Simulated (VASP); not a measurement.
# Zr in VASP: further runs

The runs below take Zr through single point, with PBE.

Everything below comes from runs of VASP 6.6.1. Logs are shortened: lines on timing, memory, paths and dates and some standing lists are left out, and cuts for length are marked.

## (1) The cell of the first run

The cell holds a sheet with vacuum, 2 atoms: a = 3.016 Å, b = 3.016 Å, c = 28.128 Å, α = 90.00°, β = 90.00°, γ = 90.00°.

## (2) Single point, PBE

INCAR

```
PREC     = Accurate       # precision mode
ENCUT    = 520            # plane-wave cutoff, eV
EDIFF    = 1E-6           # SCF threshold, eV
ISMEAR   = 0              # smearing method
SIGMA    = 0.1            # smearing width, eV
LREAL    = False          # projectors in reciprocal space
LASPH    = True           # aspherical terms in the spheres
NELM     = 100            # most SCF steps
ALGO     = Normal         # electronic algorithm
ISIF     = 2              # what is computed and relaxed
LWAVE    = False          # write WAVECAR
LCHARG   = False          # write CHGCAR
LDIPOL   = True         
IDIPOL   = 3            
DIPOL    = 0.5 0.5 0.267
GGA      = PE             # functional
NBANDS   = 19             # bands
```

KPOINTS

```
regular mesh
0
Gamma
  18 18 1
```

POSCAR

```
Zr
1.0
    3.0160967231      0.0000000000      0.0000000000
    0.0000000000      3.0160967231      0.0000000000
    0.0000000000      0.0000000000     28.1282673938
Zr
2
Direct
    0.5000000000      1.0000000000      0.2283469793
    0.0000000000      0.5000000000      0.3049244018
```

Potentials or basis: VASP PAW PBE potentials, release 64 (Zr_sv).

The run is started by

```console
> cat potpaw_PBE.64/Zr_sv/POTCAR > POTCAR
> mpirun -np 1 vasp_std > vasp.out
```

OUTCAR:

```text
PREC = Accurate
   ENCUT = 520
   EDIFF = 1E-6
   ISMEAR = 0
   LREAL = False
   LASPH = True
   NELM = 100
   ISIF = 2
   GGA = PE

 ion  position               nearest neighbor table
   1  0.500  0.000  0.228-   2 3.03   2 3.03   2 3.03   2 3.03
   2  0.000  0.500  0.305-   1 3.03   1 3.03   1 3.03   1 3.03

  LATTYP: Found a simple tetragonal cell.
 ALAT       =     3.0160967231
 C/A-ratio  =     9.3260495190

  Lattice vectors:

 A1 = (   3.0160967231,   0.0000000000,   0.0000000000)
 A2 = (   0.0000000000,   3.0160967231,   0.0000000000)
 A3 = (   0.0000000000,   0.0000000000,  28.1282673938)

Analysis of symmetry for initial positions (statically):
=====================================================================
 Subroutine PRICEL returns:
 Original cell was already a primitive cell.

 Routine SETGRP: Setting up the symmetry group for a
 simple tetragonal supercell.

 Subroutine GETGRP returns: Found 16 space group operations
 (whereof  4 operations were pure point group operations)
 out of a pool of 16 trial point group operations.

The static configuration has the point symmetry C_2v.
 The point group associated with its full space group is D_4h.

Analysis of symmetry for dynamics (positions and initial velocities):
=====================================================================
 Subroutine PRICEL returns:
 Original cell was already a primitive cell.

 Routine SETGRP: Setting up the symmetry group for a
 simple tetragonal supercell.

 Subroutine GETGRP returns: Found 16 space group operations
 (whereof  4 operations were pure point group operations)
 out of a pool of 16 trial point group operations.

The dynamic configuration has the point symmetry C_2v.
 The point group associated with its full space group is D_4h.

 Subroutine INISYM returns: Found 16 space group operations
 (whereof  4 operations are pure point group operations),
 and found     1 'primitive' translations

----------------------------------------------------------------------------------------

                                     Primitive cell

  volume of cell :     255.8783

  direct lattice vectors                    reciprocal lattice vectors
     3.016096723  0.000000000  0.000000000     0.331554354  0.000000000  0.000000000
     0.000000000  3.016096723  0.000000000     0.000000000  0.331554354  0.000000000
[... 89 lines left out ...]
   IBRION =     -1    ionic relax: 0-MD 1-quasi-New 2-CG
   NFREE  =      0    steps in history (QN), initial steepest desc. (CG)
   ISIF   =      2    stress and relaxation
   ISYM   =      2    0-nonsym 1-usesym 2-fastsym
   POTIM  = 0.5000    time-step for ionic-motion
   TEBEG  =    0.0;   TEEND  =   0.0 temperature during run
   PSTRESS=    0.0 pullay stress
   NELECT =      24.0000    total number of electrons
   NUPDOWN=      -1.0000    fix difference up-down
   EMIN   =  10.00;   EMAX   =-10.00  energy-range for DOS
   EFERMI =   0.00;   METHOD = LEGACY
   ISMEAR =     0;   SIGMA  =   0.10  broadening in eV -4-tet -1-fermi 0-gaus
   EFERMI_NEDOS =   21; number of points for ismear=-14 and -15
   IALGO  =     38    algorithm
   IMIX   =      4    mixing-type and parameters
     AMIX     =   0.40;   BMIX     =  1.00
     AMIX_MAG =   1.60;   BMIX_MAG =  1.00
  volume/ion in A,a.u.               =     127.94       863.38
  Fermi-wavevector in a.u.,A,eV,Ry     =   0.743819  1.405615  7.527655  0.553267
  Thomas-Fermi vector in A             =   1.839025
   LORBIT       =      0    0 simple, 1 ext, 2 COOP (PROOUT), +10 PAW based schemes
   GGA     = PE    functional components
   LHFCALC =     F    Hartree Fock is set to
   AEXX    =    0.0000 exact exchange contribution
   IVDW    =     0    specifies the selected vdW correction
   LEPSILON=     F    determine dielectric tensor
   LRPA    =     F    only Hartree local field effects (RPA)
 non-spin polarized calculation
 Gauss-broadening in eV      SIGMA  =   0.10
  energy-cutoff  :      520.00
  volume of cell :      255.88
 maximum number of plane-waves:      6935
 NGX is ok and might be reduce to    24
   NGX = 11   NGY = 11   NGZ =105

 dipolmoment           0.000000      0.000000      0.000001 electrons x Angstroem

 number of electron      24.0000000 magnetization

 dipolmoment           0.000000      0.000000     -0.000000 electrons x Angstroem

 Free energy of the ion-electron system (eV)
  ---------------------------------------------------
  ext. energy  EPLUGINS =         0.00000000
  ---------------------------------------------------
  free energy    TOTEN  =       -15.44821421 eV

  energy without entropy =      -15.43063582  energy(sigma->0) =      -15.43942501

 E-fermi :  -1.6809     XC(G=0):  -2.6647

 val. band max:       -1.6821909912   @ k =   0.1111   0.0556   0.0000
 cond. band min:      -1.6547665138   @ k =   0.2778   0.1111   0.0000
 fundamental gap:      0.0274244773
 Fermi energy:        -1.6808671688

 k-point     1 :       0.0000    0.0000    0.0000
  band No.  band energies     occupation
      1     -50.3927      2.00000
      2     -50.2188      2.00000
      3     -28.7522      2.00000
      4     -28.0377      2.00000
      5     -28.0377      2.00000
      6     -28.0265      2.00000
[... 505 lines left out ...]
      6     -28.0885      2.00000
[... 11 lines left out ...]
     18       1.0292      0.00000
     19       2.7129      0.00000

 [... further k-points ...]

------------------------ aborting loop because EDIFF is reached ----------------------------------------

 vacuum level on the upper side and lower side of the slab       (xc-potential included)        -0.008        -0.007

  FORCE on cell =-STRESS in cart. coord.  units (eV):
  Direction    XX          YY          ZZ          XY          YZ          ZX
  --------------------------------------------------------------------------------------
  -------------------------------------------------------------------------------------
  Total        0.0099143      0.0099143     -0.0180107      0.0000000      0.0000000     -0.0000000
  in kB        0.0620782      0.0620782     -0.1127738      0.0000000      0.0000000     -0.0000000
  external PRESSURE =       0.0037942 kB  Pullay stress =       0.0000000 kB

 VOLUME and BASIS-vectors are now :
 -----------------------------------------------------------------------------
  energy-cutoff  :      520.00
  volume of cell :      255.88
      direct lattice vectors                 reciprocal lattice vectors
     3.016096723  0.000000000  0.000000000     0.331554354  0.000000000  0.000000000
     0.000000000  3.016096723  0.000000000     0.000000000  0.331554354  0.000000000
     0.000000000  0.000000000 28.128267394     0.000000000  0.000000000  0.035551425

 POSITION                                       TOTAL-FORCE (eV/Angst)
 -----------------------------------------------------------------------------------
      1.50805      0.00000      6.42300         0.000000     -0.000000     -0.000468
      0.00000      1.50805      8.57700        -0.000000      0.000000      0.000468
 -----------------------------------------------------------------------------------
    total drift:                                0.000000      0.000000     -0.000001

  FREE ENERGIE OF THE ION-ELECTRON SYSTEM (eV)
  ---------------------------------------------------
  free  energy   TOTEN  =       -15.4482142056 eV

  energy  without entropy=      -15.4306358212  energy(sigma->0) =      -15.43942501

 vacuum level on the upper side and lower side of the slab         2.430         2.430
```

OSZICAR:

```text
N       E                     dE             d eps       ncg     rms          rms(c)
DAV:   1     0.171939110671E+03    0.17194E+03   -0.12029E+04  2898   0.968E+02
DAV:   2    -0.130811666651E+00   -0.17207E+03   -0.16926E+03  3041   0.265E+02
DAV:   3    -0.165850703850E+02   -0.16454E+02   -0.16288E+02  3556   0.556E+01
[... 14 lines left out ...]
DAV:  18    -0.154482007081E+02   -0.21577E-04   -0.10566E-06  1933   0.413E-03    0.602E-04
DAV:  19    -0.154482063638E+02   -0.56558E-05   -0.10492E-07  1688   0.107E-03    0.304E-04
DAV:  20    -0.154482121748E+02   -0.58109E-05   -0.27227E-07  1665   0.926E-04    0.171E-04
DAV:  21    -0.154482139935E+02   -0.18187E-05   -0.11987E-07  1654   0.541E-04    0.682E-05
DAV:  22    -0.154482142056E+02   -0.21208E-06   -0.50116E-09  1324   0.228E-04
   1 F= -.15448214E+02 E0= -.15439425E+02  d E =-.175784E-01
```

stdout:

```text
POSCAR found type information on POSCAR Zr
 POSCAR found :  1 types and       2 ions
 scaLAPACK will be used
 LDA part: xc-table for (Slater+PW92), standard interpolation
 POSCAR, INCAR and KPOINTS ok, starting setup
 FFT: planning ... GRIDC
 FFT: planning ... GRID_SOFT
 FFT: planning ... GRID
 WAVECAR not read
 entering main loop
```

Wall time 4.1 min (1 thread of AMD EPYC 9R45 (Zen 5), shared host); peak memory 0.41 GiB.

What came out:

- Free energy: -15.4482 eV
- Band gap on the k mesh: zero (band 12 reaches -1.48 eV, above the bottom of band 13 at -1.91 eV)

Levels at points of the mesh, in eV from the Fermi level:
```tsv
k point	band 9	band 10	band 11	band 12	band 13	band 14	band 15	band 16
(0.00, 0.00, 0.00)	-4.40	-3.08	-2.01	-0.35	-0.23	0.63	2.14	2.14
(0.50, 0.00, 0.00)	-2.10	-2.10	0.14	0.14	0.64	0.64	1.82	1.82
(0.50, 0.50, 0.00)	-2.53	-2.53	-1.37	-1.37	2.18	2.18	3.49	3.49
```

## (3) Single point, PBE

This run uses another cell than the first one, of 117.40 Å³/atom, 0.918 times its volume.

INCAR

```
ALGO = Normal
DIPOL = 0.5 0.5 0.287
EDIFF = 1E-6
ENCUT = 520
GGA = PE
IDIPOL = 3
ISIF = 2
ISMEAR = 0
LASPH = True
LCHARG = True
LDIPOL = True
LELF = True
LREAL = False
LVACPOTAV = True
LVHAR = True
LWAVE = False
NBANDS = 19
NELM = 100
PREC = Accurate
SIGMA = 0.1
```

KPOINTS

```
k-points
0
Gamma
  18 18 1
```

POSCAR

```
Zr
1.0
    2.9985182682      0.0000000000      0.0000000000
    0.0000000000      2.9985182682      0.0000000000
    0.0000000000      0.0000000000     26.1151813939
Zr
2
Direct
    0.5000000000      1.0000000000      0.2457548755
    0.0000000000      0.5000000000      0.3286236737
```

Potentials or basis: VASP PAW PBE potentials, release 64 (Zr_sv).

The run is started by

```console
> cat potpaw_PBE.64/Zr_sv/POTCAR > POTCAR
> mpirun -np 1 vasp_std > vasp.out
```

OUTCAR:

```text
EDIFF = 1E-6
   ENCUT = 520
   GGA = PE
   ISIF = 2
   ISMEAR = 0
   LASPH = True
   LREAL = False
   NELM = 100
   PREC = Accurate

 ion  position               nearest neighbor table
   1  0.500  0.000  0.246-   2 3.03   2 3.03   2 3.03   2 3.03
   2  0.000  0.500  0.329-   1 3.03   1 3.03   1 3.03   1 3.03

  LATTYP: Found a simple tetragonal cell.
 ALAT       =     2.9985182682
 C/A-ratio  =     8.7093621109

  Lattice vectors:

 A1 = (   2.9985182682,   0.0000000000,   0.0000000000)
 A2 = (   0.0000000000,   2.9985182682,   0.0000000000)
 A3 = (   0.0000000000,   0.0000000000,  26.1151813939)

Analysis of symmetry for initial positions (statically):
=====================================================================
 Subroutine PRICEL returns:
 Original cell was already a primitive cell.

 Routine SETGRP: Setting up the symmetry group for a
 simple tetragonal supercell.

 Subroutine GETGRP returns: Found 16 space group operations
 (whereof  4 operations were pure point group operations)
 out of a pool of 16 trial point group operations.

The static configuration has the point symmetry C_2v.
 The point group associated with its full space group is D_4h.
[... 166 lines left out ...]

 E-fermi :  -1.4766     XC(G=0):  -2.8848

 val. band max:       -1.4799793284   @ k =   0.2778   0.0000   0.0000
 cond. band min:      -1.4348013017   @ k =   0.2778   0.1111   0.0000
 fundamental gap:      0.0451780268
 Fermi energy:        -1.4765639425

 k-point     1 :       0.0000    0.0000    0.0000
  band No.  band energies     occupation
      1     -50.1584      2.00000
      2     -49.9832      2.00000
      3     -28.5261      2.00000
      4     -27.7862      2.00000
      5     -27.7805      2.00000
      6     -27.7805      2.00000
[... 505 lines left out ...]
      6     -27.8419      2.00000
[... 11 lines left out ...]
     18       1.2696      0.00000
     19       2.9610      0.00000

 [... further k-points ...]

------------------------ aborting loop because EDIFF is reached ----------------------------------------

  FORCE on cell =-STRESS in cart. coord.  units (eV):
  Direction    XX          YY          ZZ          XY          YZ          ZX
  --------------------------------------------------------------------------------------
  -------------------------------------------------------------------------------------
  Total        0.2431426      0.2431426      0.0719789      0.0000000      0.0000000      0.0000000
  in kB        1.6590716      1.6590716      0.4911449      0.0000000      0.0000000      0.0000000
  external PRESSURE =       1.2697627 kB  Pullay stress =       0.0000000 kB

 VOLUME and BASIS-vectors are now :
 -----------------------------------------------------------------------------
  energy-cutoff  :      520.00
  volume of cell :      234.80
      direct lattice vectors                 reciprocal lattice vectors
     2.998518268  0.000000000  0.000000000     0.333498052  0.000000000  0.000000000
     0.000000000  2.998518268  0.000000000     0.000000000  0.333498052  0.000000000
     0.000000000  0.000000000 26.115181394     0.000000000  0.000000000  0.038291903

 POSITION                                       TOTAL-FORCE (eV/Angst)
 -----------------------------------------------------------------------------------
      1.49926      0.00000      6.41793         0.000000     -0.000000     -0.041974
      0.00000      1.49926      8.58207        -0.000000      0.000000      0.041974
 -----------------------------------------------------------------------------------
    total drift:                                0.000000      0.000000      0.000047

  FREE ENERGIE OF THE ION-ELECTRON SYSTEM (eV)
  ---------------------------------------------------
  free  energy   TOTEN  =       -15.4466540005 eV

  energy  without entropy=      -15.4291375996  energy(sigma->0) =      -15.43789580

 vacuum level on the upper side and lower side of the slab         2.650         2.650
```

stdout:

```text
POSCAR found type information on POSCAR Zr
 POSCAR found :  1 types and       2 ions
 scaLAPACK will be used
 LDA part: xc-table for (Slater+PW92), standard interpolation
 POSCAR, INCAR and KPOINTS ok, starting setup
 FFT: planning ... GRIDC
 FFT: planning ... GRID_SOFT
 FFT: planning ... GRID
 WAVECAR not read
 entering main loop
 -----------------------------------------------------------------------------
|                                                                             |
|           W    W    AA    RRRRR   N    N  II  N    N   GGGG   !!!           |
|           W    W   A  A   R    R  NN   N  II  NN   N  G    G  !!!           |
|           W    W  A    A  R    R  N N  N  II  N N  N  G       !!!           |
|           W WW W  AAAAAA  RRRRR   N  N N  II  N  N N  G  GGG   !            |
|           WW  WW  A    A  R   R   N   NN  II  N   NN  G    G                |
|           W    W  A    A  R    R  N    N  II  N    N   GGGG   !!!           |
|                                                                             |
|     Did not find any points to average over, which means that no vacuum     |
|     field-free region was found. Please increase the size of  your cell     |
|     in the dimension of the dipole correction to obtain accurate            |
|     workfunction values.                                                    |
|                                                                             |
 -----------------------------------------------------------------------------
```

Wall time 3.6 min (1 thread of AMD EPYC 9R45 (Zen 5), shared host); peak memory 0.39 GiB.

What came out:

```
Free energy            : -15.4467 eV
Largest force          : 0.042 eV/Å
Band gap on the k mesh : zero (band 12 reaches -1.30 eV, above the bottom of band 13 at -1.75 eV)
```

Forces on the atoms (eV/Å):
```
Zr   0.000  0.000 -0.042
Zr   0.000  0.000  0.042
```

Levels at points of the mesh, in eV from the Fermi level:
| k point | band 10 | band 11 | band 12 | band 13 | band 14 | band 15 |
| --- | --- | --- | --- | --- | --- | --- |
| (0.00, 0.00, 0.00) | -3.09 | -2.02 | -0.35 | -0.27 | 0.62 | 2.21 |
| (0.50, 0.00, 0.00) | -2.10 | 0.11 | 0.11 | 0.69 | 0.69 | 1.90 |
| (0.50, 0.50, 0.00) | -2.57 | -1.38 | -1.38 | 2.21 | 2.21 | 3.52 |

## (4) Single point, PBE

INCAR

```
ALGO     = Normal         # electronic algorithm
DIPOL    = 0.5 0.5 0.267
EDIFF    = 1E-6           # SCF threshold, eV
ENCUT    = 520            # plane-wave cutoff, eV
GGA      = PE             # functional
IDIPOL   = 3            
ISIF     = 2              # what is computed and relaxed
ISMEAR   = 0              # smearing method
LASPH    = True           # aspherical terms in the spheres
LCHARG   = True           # write CHGCAR
LDIPOL   = True         
LELF     = True           # ELF
LREAL    = False          # projectors in reciprocal space
LVACPOTAV= True         
LVHAR    = True         
LWAVE    = False          # write WAVECAR
NBANDS   = 19             # bands
NELM     = 100            # most SCF steps
PREC     = Accurate       # precision mode
SIGMA    = 0.1            # smearing width, eV
```

KPOINTS is that of step 3.

POSCAR

```
Zr
1.0
    3.0160967231      0.0000000000      0.0000000000
    0.0000000000      3.0160967231      0.0000000000
    0.0000000000      0.0000000000     28.1282673938
Zr
2
Direct
    0.5000000000      1.0000000000      0.2283469793
    0.0000000000      0.5000000000      0.3049244018
```

The run is started by

```console
> cat potpaw_PBE.64/Zr_sv/POTCAR > POTCAR
> mpirun -np 1 vasp_std > vasp.out
```

Run time: 4 min. Hardware: 1 thread of AMD EPYC 9R45 (Zen 5), shared host; peak memory 0.41 GiB.

It converged, with:

```yaml
Free_energy: -15.4482 eV
Band_gap_on_the_k_mesh: zero (band 12 reaches -1.48 eV, above the bottom of band 13 at -1.91 eV)
```

Levels at points of the mesh, in eV from the Fermi level:
| k point | band 10 | band 11 | band 12 | band 13 | band 14 | band 15 |
| --- | --- | --- | --- | --- | --- | --- |
| (0.00, 0.00, 0.00) | -3.08 | -2.01 | -0.35 | -0.23 | 0.63 | 2.14 |
| (0.50, 0.00, 0.00) | -2.10 | 0.14 | 0.14 | 0.64 | 0.64 | 1.82 |
| (0.50, 0.50, 0.00) | -2.53 | -1.37 | -1.37 | 2.18 | 2.18 | 3.49 |
